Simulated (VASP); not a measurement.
# BiSbTe2S (P-6m2) in VASP: a series of runs

BiSbTe2S is run at these levels: PBE; tasks: relaxation of cell and atoms, single point.

Everything below comes from runs of VASP 6.6.1. Logs are shortened: lines on timing, memory, paths and dates and some standing lists are left out, and cuts for length are marked.

### 1 The cell of the first run

It takes space group P-6m2 (No. 187, hexagonal). Conventional cell: a = 4.678 Å, b = 4.678 Å, c = 8.625 Å, α = 90.00°, β = 90.00°, γ = 120.00°. Sb (site symmetry -6m2) has 3 Te at 2.70 Å within 3.6 Å. Within 3.6 Å of Bi (site symmetry -6m2) lie 3 Te at 2.70 Å and 3 S at 2.70 Å. Te (site symmetry -6m2) has 3 Sb at 2.70 Å within 3.6 Å. Te (site symmetry -6m2) has 3 Bi at 2.70 Å and 3 S at 2.70 Å within 3.6 Å. Within 3.6 Å of S (site symmetry -6m2) lie 3 Te at 2.70 Å and 3 Bi at 2.70 Å.

The cell was generated, and may not be a known phase.

### 2 Relaxation of cell and atoms, PBE

Input file INCAR:

```
PREC = Accurate
ENCUT = 600
EDIFF = 1E-6
ISMEAR = 0
SIGMA = 0.1
LREAL = False
LASPH = True
NELM = 80
ALGO = Normal
ISIF = 3
LWAVE = False
LCHARG = False
GGA = PE
IBRION = 2
NSW = 90
EDIFFG = -0.04
```

Input file KPOINTS:

```
regular mesh
0
Gamma
  6 6 2
```

Input file POSCAR:

```
BiSbTe2S
1.0
    4.6779535000      0.0000000000      0.0000000000
   -2.3389767500      4.0512265700      0.0000000000
    0.0000000000      0.0000000000      8.6252819400
Sb Bi Te S
1 1 2 1
Direct
    0.3333333300      0.6666666700      0.5000000000
    0.3333333300      0.6666666700      0.0000000000
    0.6666666700      0.3333333300      0.5000000000
    0.0000000000      0.0000000000      0.0000000000
    0.6666666700      0.3333333300      0.0000000000
```

Potentials or basis: VASP PAW PBE potentials, release 64 (Sb, Bi_d, Te, S).

The run is started by

```sh
cat potpaw_PBE.64/Sb/POTCAR potpaw_PBE.64/Bi_d/POTCAR potpaw_PBE.64/Te/POTCAR potpaw_PBE.64/S/POTCAR > POTCAR
mpirun -np 1 vasp_std > vasp.out
```

OUTCAR:

```text
PREC = Accurate
   ENCUT = 600
   EDIFF = 1E-6
   ISMEAR = 0
   LREAL = False
   LASPH = True
   NELM = 80
   ISIF = 3
   GGA = PE
   IBRION = 2
   NSW = 90
   EDIFFG = -0.04

 ion  position               nearest neighbor table
   1  0.333  0.667  0.500-   3 2.70   3 2.70   3 2.70
   2  0.333  0.667  0.000-   4 2.70   5 2.70   5 2.70   4 2.70   4 2.70   5 2.70
   3  0.667  0.333  0.500-   1 2.70   1 2.70   1 2.70
   4  0.000  0.000  0.000-   2 2.70   5 2.70   5 2.70   2 2.70   5 2.70   2 2.70
   5  0.667  0.333  0.000-   4 2.70   2 2.70   2 2.70   4 2.70   4 2.70   2 2.70

  LATTYP: Found a hexagonal cell.
 ALAT       =     4.6779535000
 C/A-ratio  =     1.8438152367

  Lattice vectors:

 A1 = (   4.6779535000,   0.0000000000,   0.0000000000)
 A2 = (  -2.3389767500,   4.0512265700,   0.0000000000)
 A3 = (   0.0000000000,   0.0000000000,   8.6252819400)

Analysis of symmetry for initial positions (statically):
=====================================================================
 Subroutine PRICEL returns:
 Original cell was already a primitive cell.

 Routine SETGRP: Setting up the symmetry group for a
 hexagonal supercell.

 Subroutine GETGRP returns: Found 12 space group operations
 (whereof 12 operations were pure point group operations)
 out of a pool of 24 trial point group operations.

The static configuration has the point symmetry D_3h.

Analysis of symmetry for dynamics (positions and initial velocities):
=====================================================================
 Subroutine PRICEL returns:
 Original cell was already a primitive cell.

 Routine SETGRP: Setting up the symmetry group for a
 hexagonal supercell.

 Subroutine GETGRP returns: Found 12 space group operations
 (whereof 12 operations were pure point group operations)
 out of a pool of 24 trial point group operations.

The dynamic configuration has the point symmetry D_3h.

 Subroutine INISYM returns: Found 12 space group operations
 (whereof 12 operations are pure point group operations),
 and found     1 'primitive' translations

----------------------------------------------------------------------------------------

                                     Primitive cell

  volume of cell :     163.4616

  direct lattice vectors                    reciprocal lattice vectors
     4.677953500  0.000000000  0.000000000     0.213768692  0.123419412  0.000000000
    -2.338976750  4.051226570  0.000000000     0.000000000  0.246838823  0.000000000
     0.000000000  0.000000000  8.625281940     0.000000000  0.000000000  0.115938239

  length of vectors
     4.677953500  4.677953501  8.625281940     0.246838823  0.246838823  0.115938239

  position of ions in fractional coordinates (direct lattice)
     0.333333330  0.666666670  0.500000000
     0.333333330  0.666666670  0.000000000
     0.666666670  0.333333330  0.500000000
     0.000000000  0.000000000  0.000000000
     0.666666670  0.333333330  0.000000000

  ion indices of the primitive-cell ions
   primitive index   ion index
                 1           1
                 2           2
                 3           3
                 4           4
                 5           5

----------------------------------------------------------------------------------------

 KPOINTS: regular mesh

Automatic generation of k-mesh.
 Grid dimensions read from file:
 generate k-points for:    6    6    2

 Generating k-lattice:

  Cartesian coordinates                     Fractional coordinates (reciprocal lattice)
     0.035628115  0.020569902  0.000000000     0.166666667  0.000000000  0.000000000
     0.000000000  0.041139804  0.000000000     0.000000000  0.166666667  0.000000000
     0.000000000  0.000000000  0.057969120     0.000000000  0.000000000  0.500000000

  Length of vectors
     0.041139804  0.041139804  0.057969120

  Shift w.r.t. Gamma in fractional coordinates (k-lattice)
     0.000000000  0.000000000  0.000000000

 Subroutine IBZKPT returns following result:
 ===========================================

 Found     14 irreducible k-points:

 Following reciprocal coordinates:
            Coordinates               Weight
  0.000000  0.000000  0.000000      1.000000
  0.166667  0.000000  0.000000      6.000000
  0.333333  0.000000  0.000000      6.000000
  0.500000  0.000000  0.000000      3.000000
  0.166667  0.166667  0.000000      6.000000
  0.333333  0.166667  0.000000     12.000000
  0.333333  0.333333  0.000000      2.000000
  0.000000  0.000000  0.500000      1.000000
  0.166667  0.000000  0.500000      6.000000
  0.333333  0.000000  0.500000      6.000000
  0.500000  0.000000  0.500000      3.000000
  0.166667  0.166667  0.500000      6.000000
  0.333333  0.166667  0.500000     12.000000
  0.333333  0.333333  0.500000      2.000000
   k-points           NKPTS =     14   k-points in BZ     NKDIM =     14   number of bands    NBANDS=     23
   number of dos      NEDOS =    301   number of ions     NIONS =      5
   total plane-waves  NPLWV = 112000
   dimension x,y,z NGX =    40 NGY =   40 NGZ =   70
   dimension x,y,z NGXF=    80 NGYF=   80 NGZF=  140
   ions per type =               1   1   2   1
   NGX,Y,Z   is equivalent  to a cutoff of  14.22, 14.22, 13.49 a.u.
   NGXF,Y,Z  is equivalent  to a cutoff of  28.43, 28.43, 26.98 a.u.
 SYSTEM =  unknown system
   PREC   = accura    normal or accurate (medium, high low for compatibility)
   ISTART =      0    job   : 0-new  1-cont  2-samecut
   ICHARG =      2    charge: 1-file 2-atom 10-const
   ISPIN  =      1    spin polarized calculation?
   LNONCOLLINEAR =      F non collinear calculations
   LSORBIT =      F    spin-orbit coupling
   LASPH  =      T    aspherical Exc in radial PAW
   ENCUT  =  600.0 eV  44.10 Ry    6.64 a.u.   9.34  9.34 17.23*2*pi/ulx,y,z
   NELM   =     80;   NELMIN=  2; NELMDL= -5     # of ELM steps
   EDIFF  = 0.1E-05   stopping-criterion for ELM
   LREAL  =      F    real-space projection
   EDIFFG = -.4E-01   stopping-criterion for IOM
   NSW    =     90    number of steps for IOM
   IBRION =      2    ionic relax: 0-MD 1-quasi-New 2-CG
   NFREE  =      1    steps in history (QN), initial steepest desc. (CG)
   ISIF   =      3    stress and relaxation
   ISYM   =      2    0-nonsym 1-usesym 2-fastsym
   POTIM  = 0.5000    time-step for ionic-motion
   TEBEG  =    0.0;   TEEND  =   0.0 temperature during run
   PSTRESS=    0.0 pullay stress
   NELECT =      38.0000    total number of electrons
   NUPDOWN=      -1.0000    fix difference up-down
   EMIN   =  10.00;   EMAX   =-10.00  energy-range for DOS
   EFERMI =   0.00;   METHOD = LEGACY
   ISMEAR =     0;   SIGMA  =   0.10  broadening in eV -4-tet -1-fermi 0-gaus
   EFERMI_NEDOS =   21; number of points for ismear=-14 and -15
   IALGO  =     38    algorithm
   IMIX   =      4    mixing-type and parameters
     AMIX     =   0.40;   BMIX     =  1.00
     AMIX_MAG =   1.60;   BMIX_MAG =  1.00
  volume/ion in A,a.u.               =      32.69       220.62
  Fermi-wavevector in a.u.,A,eV,Ry     =   1.006617  1.902230 13.786472  1.013277
  Thomas-Fermi vector in A             =   2.139370
   LORBIT       =      0    0 simple, 1 ext, 2 COOP (PROOUT), +10 PAW based schemes
   GGA     = PE    functional components
   LHFCALC =     F    Hartree Fock is set to
   AEXX    =    0.0000 exact exchange contribution
   IVDW    =     0    specifies the selected vdW correction
   LEPSILON=     F    determine dielectric tensor
   LRPA    =     F    only Hartree local field effects (RPA)
 conjugate gradient relaxation of ions
 non-spin polarized calculation
 Gauss-broadening in eV      SIGMA  =   0.10
  energy-cutoff  :      600.00
  volume of cell :      163.46
 maximum number of plane-waves:      5483
 NGX is ok and might be reduce to    40
   NGX = 19   NGY = 19   NGZ = 35

--------------------------------------- Ionic step        1  -------------------------------------------

 number of electron      37.9999999 magnetization

 Free energy of the ion-electron system (eV)
  ---------------------------------------------------
  ext. energy  EPLUGINS =         0.00000000
  ---------------------------------------------------
  free energy    TOTEN  =       -13.54514243 eV

  energy without entropy =      -13.53320192  energy(sigma->0) =      -13.53917217

------------------------ aborting loop because EDIFF is reached ----------------------------------------

  FORCE on cell =-STRESS in cart. coord.  units (eV):
  Direction    XX          YY          ZZ          XY          YZ          ZX
  --------------------------------------------------------------------------------------
  -------------------------------------------------------------------------------------
  Total       29.4565959     29.4565960     -2.3357721     -0.0000000      0.0000000      0.0000000
  in kB      288.7203577    288.7203579    -22.8941920     -0.0000000      0.0000000      0.0000000
  external PRESSURE =     184.8488412 kB  Pullay stress =       0.0000000 kB
[... 98 lines left out ...]
  FREE ENERGIE OF THE ION-ELECTRON SYSTEM (eV)
  ---------------------------------------------------
  free  energy   TOTEN  =       -16.4330140986 eV

  energy  without entropy=      -16.4058743424  energy(sigma->0) =      -16.41944422

 E-fermi :   3.9427     XC(G=0):  -8.3785

 val. band max:        3.9391365023   @ k =   0.1667   0.1667   0.0000
 cond. band min:       3.9472095328   @ k =   0.1667   0.1667   0.5000
 fundamental gap:      0.0080730305
 Fermi energy:         3.9427389170

 k-point     1 :       0.0000    0.0000    0.0000
  band No.  band energies     occupation
      1     -18.9963      2.00000
      2     -18.9884      2.00000
      3     -18.9884      2.00000
      4     -18.9728      2.00000
      5     -18.9728      2.00000
      6      -9.6004      2.00000
[... 353 lines left out ...]
     22       5.6498      0.00000
     23       7.0025      0.00000

 E-fermi :  10.7380     XC(G=0): -10.8942

 val. band max:       10.7283584892   @ k =   0.1667   0.1667   0.5000
 cond. band min:      10.7463786185   @ k =   0.3333   0.0000   0.5000
 fundamental gap:      0.0180201293
 Fermi energy:        10.7379616308

 k-point     1 :       0.0000    0.0000    0.0000
  band No.  band energies     occupation
      1     -14.3450      2.00000
      2     -13.8302      2.00000
      3     -13.8302      2.00000
      4     -13.4835      2.00000
      5     -13.4835      2.00000
      6      -6.4589      2.00000
[... 353 lines left out ...]
     22      13.2301      0.00000
     23      14.5879      0.00000

[... ionic steps 4 to 16 ...]

--------------------------------------- Ionic step       17  -------------------------------------------

 number of electron      38.0000002 magnetization

------------------------ aborting loop because EDIFF is reached ----------------------------------------

  FORCE on cell =-STRESS in cart. coord.  units (eV):
  Direction    XX          YY          ZZ          XY          YZ          ZX
  --------------------------------------------------------------------------------------
  -------------------------------------------------------------------------------------
  Total        1.5195192      1.5195192      0.8534448      0.0000000     -0.0000000     -0.0000000
  in kB       15.9740046     15.9740046      8.9718716      0.0000000     -0.0000000     -0.0000000
  external PRESSURE =      13.6399603 kB  Pullay stress =       0.0000000 kB
[... 63 lines left out ...]
  energy  without entropy=      -17.2675384018  energy(sigma->0) =      -17.27995627

--------------------------------------- Ionic step       19  -------------------------------------------

 number of electron      38.0000003 magnetization

 Free energy of the ion-electron system (eV)
  ---------------------------------------------------
  ext. energy  EPLUGINS =         0.00000000
  ---------------------------------------------------
  free energy    TOTEN  =       -17.29729453 eV

  energy without entropy =      -17.27239341  energy(sigma->0) =      -17.28484397

 E-fermi :   5.9527     XC(G=0):  -9.2395

 val. band max:        5.9497189303   @ k =   0.3333   0.3333   0.0000
 cond. band min:       5.9961140495   @ k =   0.3333   0.0000   0.5000
 fundamental gap:      0.0463951192
 Fermi energy:         5.9527148433

 k-point     1 :       0.0000    0.0000    0.0000
  band No.  band energies     occupation
      1     -17.2967      2.00000
      2     -17.2725      2.00000
      3     -17.2725      2.00000
      4     -17.2703      2.00000
      5     -17.2703      2.00000
      6      -7.9996      2.00000
[... 385 lines left out ...]
  FREE ENERGIE OF THE ION-ELECTRON SYSTEM (eV)
  ---------------------------------------------------
  free  energy   TOTEN  =       -17.2972945311 eV

  energy  without entropy=      -17.2723934126  energy(sigma->0) =      -17.28484397

 reached required accuracy - stopping structural energy minimisation
```

Run time: 9.8 min. Hardware: 1 thread of Intel Xeon 6975P-C (Granite Rapids), shared host; peak memory 0.41 GiB.

What came out:

```
Free energy                           : -17.2973 eV
Relaxed volume                        : 31.35 Å³/atom
Relaxed cell                          : a = 5.354 Å, b = 5.354 Å, c = 6.313 Å, α = 90.00°, β = 90.00°, γ = 120.00°
Space group after relaxing (to 0.1 Å) : P-6m2 (No. 187)
Pressure after relaxing               : 0.0 GPa
Band gap on the k mesh                : zero (bands 19 and 20 overlap by 0.70 eV)
```

Final structure:
```xyz
5
Lattice="5.3543 0.0000 0.0000 -2.6771 4.6369 0.0000 0.0000 0.0000 6.3130" Properties=species:S:1:pos:R:3 pbc="T T T"
Sb    0.0000    3.0913    3.1565
Bi    0.0000    3.0913    0.0000
Te    2.6771    1.5456    3.1565
Te    0.0000    0.0000    0.0000
S     2.6771    1.5456    0.0000
```

Caveat: the k points lie up to 0.50 Å⁻¹ apart in the final cell, too coarse for converged energies and pressures of a metal; a cell axis changed by over 15 % at a fixed basis, so the end point is rough; spin-orbit coupling is left out, which moves the levels of the heavy elements.

### 3 Single point, PBE

This run uses another cell than the first one, of 31.23 Å³/atom.

Input file INCAR:

```
PREC = Accurate ; ENCUT = 520
EDIFF = 1E-6 ; ISMEAR = 0
SIGMA = 0.1 ; LREAL = False
LASPH = True ; NELM = 80
ALGO = Normal ; ISIF = 2
LWAVE = False ; LCHARG = True
GGA = PE ; LELF = True
LVHAR = True ; NBANDS = 27
```

Input file KPOINTS:

```
regular mesh
0
Gamma
  12 12 6
```

Input file POSCAR:

```
BiSbTe2S
1.0
    5.3794694623      0.0000000000      0.0000000000
   -2.6897347312      4.6587572133      0.0000000000
    0.0000000000      0.0000000000      6.2300215736
Sb Bi Te S
1 1 2 1
Direct
    0.3333333333      0.6666666667      0.5000000000
    0.3333333333      0.6666666667      0.0000000000
    0.6666666667      0.3333333333      0.5000000000
    0.0000000000      0.0000000000      0.0000000000
    0.6666666667      0.3333333333      0.0000000000
```

Potentials or basis: VASP PAW PBE potentials, release 64 (Sb, Bi_d, Te, S).

The run is started by

```sh
cat potpaw_PBE.64/Sb/POTCAR potpaw_PBE.64/Bi_d/POTCAR potpaw_PBE.64/Te/POTCAR potpaw_PBE.64/S/POTCAR > POTCAR
mpirun -np 1 vasp_std > vasp.out
```

It took 2.1 min on 1 thread of Intel Xeon 6975P-C (Granite Rapids), shared host; peak memory 0.5 GiB.

It converged, with:

```yaml
Free_energy: -17.4979 eV
Pressure: -0.1 GPa
Band_gap_on_the_k_mesh: zero (bands 19 and 20 overlap by 1.07 eV)
```

Levels at points of the mesh, in eV from the Fermi level:
```tsv
k point	band 16	band 17	band 18	band 19	band 20	band 21	band 22	band 23
(0.00, 0.00, 0.00)	-2.59	-2.57	-2.57	-0.56	0.54	0.54	1.51	4.42
(0.50, 0.00, 0.00)	-1.65	-1.37	-1.15	0.04	1.20	1.58	1.77	2.54
(0.00, 0.00, 0.50)	-3.29	-3.01	-2.29	-0.72	0.14	0.14	0.82	1.13
(0.50, 0.00, 0.50)	-1.73	-1.21	-1.05	-0.17	0.12	0.54	1.19	2.15
```

Caveat: spin-orbit coupling is left out, which moves the levels of the heavy elements.

### 4 Relaxation of cell and atoms, PBE

This run uses another cell than the first one, of 31.29 Å³/atom.

Input file INCAR:

```
PREC = Accurate
ENCUT = 600
EDIFF = 1E-6
ISMEAR = 0
SIGMA = 0.1
LREAL = F
LASPH = T
NELM = 100
ALGO = Normal
ISIF = 3
LWAVE = F
LCHARG = F
GGA = PE
IBRION = 2
NSW = 90
EDIFFG = -0.04
```

Input file KPOINTS:

```
regular mesh
0
Gamma
  6 6 4
```

Changes to POSCAR since step 3:

```diff
@@ -2,5 +2,5 @@
 1.0
-    5.3794694623      0.0000000000      0.0000000000
-   -2.6897347312      4.6587572133      0.0000000000
-    0.0000000000      0.0000000000      6.2300215736
+    5.3437324622      0.0000000000      0.0000000000
+   -2.6718662311      4.6278080633      0.0000000000
+    0.0000000000      0.0000000000      6.3264360737
 Sb Bi Te S
```

The run is started by

```sh
cat potpaw_PBE.64/Sb/POTCAR potpaw_PBE.64/Bi_d/POTCAR potpaw_PBE.64/Te/POTCAR potpaw_PBE.64/S/POTCAR > POTCAR
mpirun -np 1 vasp_std > vasp.out
```

Wall time 4.7 min (1 thread of Intel Xeon 6975P-C (Granite Rapids), shared host); peak memory 0.43 GiB.

The run converged. Its results:

```
Free energy                           : -17.3255 eV
Relaxed volume                        : 31.24 Å³/atom
Relaxed cell                          : a = 5.419 Å, b = 5.419 Å, c = 6.141 Å, α = 90.00°, β = 90.00°, γ = 120.00°
Space group after relaxing (to 0.1 Å) : P-6m2 (No. 187)
Energy gained by relaxing             : 5.0 meV/atom
Ionic steps                           : 8
Pressure after relaxing               : 0.0 GPa
Band gap on the k mesh                : zero (bands 19 and 20 overlap by 0.57 eV)
```

The path:
```
step  energy change (eV)  largest force (eV/Å)  pressure (GPa)  volume (Å³)
   1              0.0000                0.0000            0.47       156.45
   2             -0.0104                0.0000           -0.33       158.52
   3             -0.0108                0.0000           -0.52       159.02
   4             -0.0209                0.0000           -0.42       157.97
   5             -0.0243                0.0000           -0.30       157.13
   6             -0.0243                0.0000           -0.29       157.07
   7             -0.0249                0.0000            0.18       155.66
   8             -0.0252                0.0000            0.00       156.18
```

Final structure:
```yaml
crystal:
  lattice:
    - [5.41912, 0.00000, 0.00000]
    - [-2.70956, 4.69309, 0.00000]
    - [0.00000, 0.00000, 6.14105]
  atoms:
    - { symbol: Sb, position: [0.33333, 0.66667, 0.50000] }
    - { symbol: Bi, position: [0.33333, 0.66667, 0.00000] }
    - { symbol: Te, position: [0.66667, 0.33333, 0.50000] }
    - { symbol: Te, position: [0.00000, 0.00000, 0.00000] }
    - { symbol: S, position: [0.66667, 0.33333, 0.00000] }
```

Levels at points of the mesh, in eV from the Fermi level:
| k point | band 17 | band 18 | band 19 | band 20 | band 21 | band 22 |
| --- | --- | --- | --- | --- | --- | --- |
| (0.00, 0.00, 0.00) | -2.69 | -2.69 | -0.76 | 0.37 | 0.37 | 1.41 |
| (0.50, 0.00, 0.00) | -1.56 | -1.37 | -0.27 | 0.90 | 1.46 | 1.47 |
| (0.00, 0.00, 0.50) | -3.17 | -2.46 | -1.02 | -0.08 | -0.08 | 0.65 |
| (0.50, 0.00, 0.50) | -1.45 | -1.17 | -0.23 | -0.17 | 0.43 | 0.90 |

Caveat: spin-orbit coupling is left out, which moves the levels of the heavy elements.

### 5 Overview

```tsv
task	cell	k mesh	cutoff (eV)	gap on the mesh (eV)	pressure (GPa)	relaxed volume (Å³/atom)
relaxation of cell and atoms	relaxed from a = 4.678, b = 4.678, c = 8.625 Å, angles 90.0, 90.0, 120.0°, 5 atoms	6 × 6 × 2	600	none	0.0	31.35
single point	a = 5.379, b = 5.379, c = 6.230 Å, angles 90.0, 90.0, 120.0°, 5 atoms	12 × 12 × 6	520	none	-0.1	-
relaxation of cell and atoms	relaxed from a = 5.344, b = 5.344, c = 6.326 Å, angles 90.0, 90.0, 120.0°, 5 atoms	6 × 6 × 4	600	none	0.0	31.24
```

Alike in all rows: level PBE; potentials or basis VASP PAW PBE potentials, release 64 (Sb, Bi_d, Te, S); no spin polarisation; smearing gaussian 0.1 eV.

Caveats: some runs use coarse meshes; spin-orbit coupling is left out, which moves the levels of the heavy elements; a cell axis changed by over 15 % at a fixed basis, so the end point is rough (at least some runs).

Absolute energies hang on the potentials; compare differences alone.

The gap in the log of VASP goes by the Fermi energy; the results here count the filled bands.